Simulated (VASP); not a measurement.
# CoO (R3m) in VASP: notebook, part 2 of 2

VASP 6.6.1. Earlier steps stand in the parts before.

## Step 3: Single point, PBE+U, collinear spin, antiferromagnetic start

This run uses another cell than the first one: it holds 28 atoms, not 4.

The input, INCAR:

```
PREC = Accurate ; ENCUT = 520
EDIFF = 1E-6 ; ISMEAR = 0
SIGMA = 0.01 ; LREAL = Auto
LASPH = T ; NELM = 150
ALGO = Normal ; ISIF = 2
LWAVE = F ; LCHARG = F
ISPIN = 2 ; MAGMOM = -2.64 -2.64 -2.64 -2.64 -2.64 -2.64 -2.64 2.64 2.64 2.64 2.64 2.64 2.64 2.64 0 0 0 0 0 0 0 0 0 0 0 0 0 0
LORBIT = 11 ; LMAXMIX = 4
LDAU = T ; LDAUTYPE = 2
LDAUL = 2 -1 ; LDAUU = 3.32 0
LDAUJ = 0 0 ; LDAUPRINT = 1
GGA = PE ; NBANDS = 129
```

The input, KPOINTS:

```
Automatic mesh
0
Gamma
  2 2 2
  0.5 0.5 0.5
```

The input, POSCAR:

```
CoO
1.0
   -1.6366330162      4.7245525625     -5.2804304481
    4.9098990487     -0.9449105125     -5.2804304481
   -3.2732660325     -3.7796420500     -5.2804304481
Co O
14 14
Direct
    0.4290866788      0.7148009645      0.8576581074
    0.8576581074      0.4290866788      0.7148009645
    0.2862295359      0.1433723931      0.5719438217
    0.7148009645      0.8576581074      0.4290866788
    0.1433723931      0.5719438217      0.2862295359
    0.5719438217      0.2862295359      0.1433723931
    0.0005152502      0.0005152502      0.0005152502
    0.9290865130      0.2148007987      0.3576579416
    0.3576579416      0.9290865130      0.2148007987
    0.7862293701      0.6433722273      0.0719436559
    0.2148007987      0.3576579416      0.9290865130
    0.6433722273      0.0719436559      0.7862293701
    0.0719436559      0.7862293701      0.6433722273
    0.5005150844      0.5005150844      0.5005150844
    0.0530566274      0.3387709131      0.4816280560
    0.4816280560      0.0530566274      0.3387709131
    0.9101994845      0.7673423417      0.1959137702
    0.3387709131      0.4816280560      0.0530566274
    0.7673423417      0.1959137702      0.9101994845
    0.1959137702      0.9101994845      0.7673423417
    0.6244851988      0.6244851988      0.6244851988
    0.5530565451      0.8387708308      0.9816279737
    0.9816279737      0.5530565451      0.8387708308
    0.4101994022      0.2673422594      0.6959136880
    0.8387708308      0.9816279737      0.5530565451
    0.2673422594      0.6959136880      0.4101994022
    0.6959136880      0.4101994022      0.2673422594
    0.1244851165      0.1244851165      0.1244851165
```

Potentials or basis: VASP PAW PBE potentials, release 64 (Co, O).

Run with:

```bash
$ cat potpaw_PBE.64/Co/POTCAR potpaw_PBE.64/O/POTCAR > POTCAR
$ mpirun -np 1 vasp_std > vasp.out
```

OUTCAR:

```text
PREC = Accurate
   ENCUT = 520
   EDIFF = 1E-6
   ISMEAR = 0
   LREAL = Auto
   LASPH = T
   NELM = 150
   ISIF = 2
   ISPIN = 2
   LORBIT = 11
   GGA = PE

 ion  position               nearest neighbor table
   1  0.429  0.715  0.858-  22 1.96  18 2.01  20 2.01  21 2.01
   2  0.858  0.429  0.715-  23 1.96  15 2.01  21 2.01  19 2.01
   3  0.286  0.143  0.572-  24 1.96  15 2.01  20 2.01  16 2.01
   4  0.715  0.858  0.429-  25 1.96  16 2.01  21 2.01  17 2.01
   5  0.143  0.572  0.286-  26 1.96  18 2.01  17 2.01  15 2.01
   6  0.572  0.286  0.143-  27 1.96  16 2.01  19 2.01  18 2.01
[... 29 lines left out ...]
 A1 = (  -1.6366330162,   4.7245525625,  -5.2804304481)
 A2 = (   4.9098990487,  -0.9449105125,  -5.2804304481)
 A3 = (  -3.2732660325,  -3.7796420500,  -5.2804304481)

Analysis of symmetry for initial positions (statically):
=====================================================================
 Subroutine PRICEL returns following result:

  LATTYP: Found a trigonal (rhomboedric) cell.
 ALAT       =     3.2468628451
 COS(alpha) =     0.4918343605
[... 12 lines left out ...]
 Subroutine GETGRP returns: Found  3 space group operations
 (whereof  3 operations were pure point group operations)
 out of a pool of 12 trial point group operations.

The static configuration has the point symmetry C_3 .

Analysis of symmetry for dynamics (positions and initial velocities):
=====================================================================
 Subroutine PRICEL returns following result:

  LATTYP: Found a trigonal (rhomboedric) cell.
 ALAT       =     3.2468628451
 COS(alpha) =     0.4918343605
[... 12 lines left out ...]
 Subroutine GETGRP returns: Found  3 space group operations
 (whereof  3 operations were pure point group operations)
 out of a pool of 12 trial point group operations.

The dynamic configuration has the point symmetry C_3 .

Analysis of structural, dynamic, and magnetic symmetry:
=====================================================================
 Subroutine PRICEL returns following result:

  LATTYP: Found a trigonal (rhomboedric) cell.
 ALAT       =     3.2468628451
 COS(alpha) =     0.4918343605
[... 12 lines left out ...]
 Subroutine GETGRP returns: Found  3 space group operations
 (whereof  3 operations were pure point group operations)
 out of a pool of 12 trial point group operations.

The overall configuration has the point symmetry C_3 .

 Subroutine INISYM returns: Found  3 space group operations
 (whereof  3 operations are pure point group operations),
 and found    14 'primitive' translations

----------------------------------------------------------------------------------------

                                     Primitive cell

  volume of cell :      24.4981

  direct lattice vectors                    reciprocal lattice vectors
    -1.636633015 -0.944910513  2.640207346    -0.305505060 -0.176384131  0.126252627
[... 559 lines left out ...]
  o =  0.1416  v =  0.0000  0.0000  0.0000  0.0000  0.0000  0.0000  0.0000 -1.0000 -0.0000 -0.0000      0.0000  0.0000  0.0000  0.0000  0.0000  0.0000  0.0000  0.0000  0.0000  0.0000
  o =  0.9579  v =  0.0000  0.0000  0.0000  0.0000  0.0000 -0.5758  0.2171  0.0000 -0.7713  0.1622      0.0000  0.0000  0.0000  0.0000  0.0000  0.0000  0.0000  0.0000  0.0000  0.0000
  o =  0.9579  v =  0.0000  0.0000  0.0000  0.0000  0.0000  0.1622  0.7713  0.0000  0.2171  0.5758      0.0000  0.0000  0.0000  0.0000  0.0000  0.0000  0.0000  0.0000  0.0000  0.0000
  o =  0.9658  v = -0.5205  0.2279 -0.0000 -0.8098  0.1461  0.0000  0.0000  0.0000  0.0000  0.0000      0.0000  0.0000  0.0000  0.0000  0.0000  0.0000  0.0000  0.0000  0.0000  0.0000
  o =  0.9658  v =  0.1461  0.8098 -0.0000  0.2279  0.5205  0.0000  0.0000  0.0000  0.0000  0.0000      0.0000  0.0000  0.0000  0.0000  0.0000  0.0000  0.0000  0.0000  0.0000  0.0000
  o =  0.9750  v =  0.0000  0.0000  1.0000 -0.0000 -0.0000  0.0000  0.0000  0.0000  0.0000  0.0000      0.0000  0.0000  0.0000  0.0000  0.0000  0.0000  0.0000  0.0000  0.0000  0.0000
  o =  0.9836  v =  0.8100  0.1465 -0.0000 -0.5204 -0.2273  0.0000  0.0000  0.0000  0.0000  0.0000      0.0000  0.0000  0.0000  0.0000  0.0000  0.0000  0.0000  0.0000  0.0000  0.0000
  o =  0.9836  v =  0.2273 -0.5204  0.0000 -0.1465  0.8100  0.0000  0.0000  0.0000  0.0000  0.0000      0.0000  0.0000  0.0000  0.0000  0.0000  0.0000  0.0000  0.0000  0.0000  0.0000

 number of electron     210.0000015 magnetization       0.0000000

 Free energy of the ion-electron system (eV)
  ---------------------------------------------------
  ext. energy  EPLUGINS =         0.00000000
  ---------------------------------------------------
  free energy    TOTEN  =      -171.21442123 eV

  energy without entropy =     -171.21442123  energy(sigma->0) =     -171.21442123

 E-fermi :   4.5657     XC(G=0): -10.7462

 val. band max:        4.4978641654   @ k =   0.2500   0.2500   0.2500
 cond. band min:       6.3906023749   @ k =   0.2500   0.2500   0.2500
 fundamental gap:      1.8927382095
 Fermi energy:         4.5656640718

 spin component 1

 k-point     1 :       0.2500    0.2500    0.2500
  band No.  band energies     occupation
      1     -13.5920      1.00000
      2     -13.2189      1.00000
      3     -13.2189      1.00000
      4     -13.2189      1.00000
      5     -13.1740      1.00000
      6     -13.1740      1.00000
[... 229 lines left out ...]
    116       7.6423      0.00000
    117       7.7242      0.00000
 Fermi energy:         4.5656640718

 spin component 2

 k-point     1 :       0.2500    0.2500    0.2500
  band No.  band energies     occupation
      1     -13.5920      1.00000
      2     -13.2189      1.00000
      3     -13.2189      1.00000
      4     -13.2189      1.00000
      5     -13.1739      1.00000
      6     -13.1739      1.00000
[... 229 lines left out ...]
    116       7.6423      0.00000
    117       7.7242      0.00000
 [bands above 117 left out]

------------------------ aborting loop because EDIFF is reached ----------------------------------------

  FORCE on cell =-STRESS in cart. coord.  units (eV):
  Direction    XX          YY          ZZ          XY          YZ          ZX
  --------------------------------------------------------------------------------------
  -------------------------------------------------------------------------------------
  Total       -3.4933487     -3.4933487     -3.4008161     -0.0000137      0.0000000     -0.0000000
  in kB      -16.3189389    -16.3189389    -15.8866792     -0.0000642      0.0000000     -0.0000000
  external PRESSURE =     -16.1748524 kB  Pullay stress =       0.0000000 kB

 VOLUME and BASIS-vectors are now :
 -----------------------------------------------------------------------------
  energy-cutoff  :      520.00
  volume of cell :      342.97
      direct lattice vectors                 reciprocal lattice vectors
    -1.636633016  4.724552563 -5.280430448    -0.043643609  0.125988247 -0.063126167
     4.909899049 -0.944910513 -5.280430448     0.130930827 -0.025197649 -0.063126167
    -3.273266033 -3.779642050 -5.280430448    -0.087287218 -0.100790598 -0.063126167

 POSITION                                       TOTAL-FORCE (eV/Angst)
 -----------------------------------------------------------------------------------
     -0.00000     -1.88982    -10.56902         0.000000     -0.000000      0.005074
     -1.63663      0.94491    -10.56902         0.000000     -0.000000      0.005074
     -1.63663     -0.94491     -5.28859         0.000000     -0.000000      0.005074
      1.63663      0.94491    -10.56902         0.000000     -0.000000      0.005074
      1.63663     -0.94491     -5.28859         0.000000     -0.000000      0.005074
     -0.00000      1.88982     -5.28859         0.000000     -0.000000      0.005074
[... 20 lines left out ...]
     -0.00000      1.88982     -7.25244        -0.000000      0.000000     -0.005074
     -0.00000      0.00000     -1.97200        -0.000000      0.000000     -0.005074
 -----------------------------------------------------------------------------------
    total drift:                               -0.000000     -0.000000     -0.009884

  FREE ENERGIE OF THE ION-ELECTRON SYSTEM (eV)
  ---------------------------------------------------
  free  energy   TOTEN  =      -171.2144212315 eV

  energy  without entropy=     -171.2144212315  energy(sigma->0) =     -171.21442123

 total charge

# of ion       s       p       d       tot
------------------------------------------
    1        0.341   0.408   7.146   7.894
    2        0.341   0.408   7.146   7.894
    3        0.341   0.408   7.146   7.894
    4        0.341   0.408   7.146   7.894
    5        0.341   0.408   7.146   7.894
    6        0.341   0.408   7.146   7.894
[... 20 lines left out ...]
   27        1.547   3.454   0.000   5.001
   28        1.547   3.454   0.000   5.001
--------------------------------------------------
tot         26.425  54.066 100.041 180.533

 magnetization (x)

# of ion       s       p       d       tot
------------------------------------------
    1       -0.015  -0.042  -2.576  -2.633
    2       -0.015  -0.042  -2.576  -2.633
    3       -0.015  -0.042  -2.576  -2.633
    4       -0.015  -0.042  -2.576  -2.633
    5       -0.015  -0.042  -2.576  -2.633
    6       -0.015  -0.042  -2.576  -2.633
[... 20 lines left out ...]
   27        0.007   0.074   0.000   0.082
   28        0.007   0.074   0.000   0.082
--------------------------------------------------
tot          0.000   0.000  -0.000  -0.000
```

Run time: 18 min. Hardware: 1 thread of Oxide Virtual Turin-like, shared host; peak memory 0.54 GiB.

What came out:

```
Free energy                                           : -171.2144 eV
Pressure                                              : -1.6 GPa
Largest force                                         : 0.005 eV/Å
Band gap on the k mesh                                : 1.89 eV
Net moment                                            : 0.00 μB per cell
Site moments                                          : Co -2.63, +2.63 (each value once); O -0.08, +0.08 (each value once) μB
Valence electrons inside the program's atomic spheres : Co 7.89; O 5.00
```

Forces in eV/Å, atoms in the order of the input:
```
Co   0.000  0.000  0.005
Co   0.000  0.000  0.005
Co   0.000  0.000  0.005
Co   0.000  0.000  0.005
Co   0.000  0.000  0.005
Co   0.000  0.000  0.005
Co   0.000  0.000  0.005
Co   0.000  0.000  0.005
Co   0.000  0.000  0.005
Co   0.000  0.000  0.005
Co   0.000  0.000  0.005
Co   0.000  0.000  0.005
Co   0.000  0.000  0.005
Co   0.000  0.000  0.005
O    0.000  0.000 -0.005
O    0.000  0.000 -0.005
O    0.000  0.000 -0.005
O    0.000  0.000 -0.005
O    0.000  0.000 -0.005
O    0.000  0.000 -0.005
O    0.000  0.000 -0.005
O    0.000  0.000 -0.005
O    0.000  0.000 -0.005
O    0.000  0.000 -0.005
O    0.000  0.000 -0.005
O    0.000  0.000 -0.005
O    0.000  0.000 -0.005
O    0.000  0.000 -0.005
```

Levels at points of the mesh, in eV from the valence-band top:
Spin up:
```tsv
k point	band 103	band 104	band 105	band 106	band 107	band 108
(0.25, 0.25, 0.25)	-0.43	0.00	0.00	1.89	2.40	2.40
```
Spin down:
```
           k point  band 103  band 104  band 105  band 106  band 107  band 108
(0.25, 0.25, 0.25)     -0.43      0.00      0.00      1.89      2.40      2.40
```

Eigenvalues of the final occupation matrices:
```tsv
site	spin	trace	eigenvalues
site 1 d	1	2.30	0.12 0.12 0.14 0.96 0.96
site 1 d	2	4.87	0.97 0.97 0.97 0.98 0.98
site 2 d	1	2.30	0.12 0.12 0.14 0.96 0.96
site 2 d	2	4.87	0.97 0.97 0.97 0.98 0.98
site 3 d	1	2.30	0.12 0.12 0.14 0.96 0.96
site 3 d	2	4.87	0.97 0.97 0.97 0.98 0.98
site 4 d	1	2.30	0.12 0.12 0.14 0.96 0.96
site 4 d	2	4.87	0.97 0.97 0.97 0.98 0.98
site 5 d	1	2.30	0.12 0.12 0.14 0.96 0.96
site 5 d	2	4.87	0.97 0.97 0.97 0.98 0.98
site 6 d	1	2.30	0.12 0.12 0.14 0.96 0.96
site 6 d	2	4.87	0.97 0.97 0.97 0.98 0.98
```

Caveat: a shifted mesh leaves out Γ, where band edges can lie. The state reached can hang on the start; a lower one may exist.
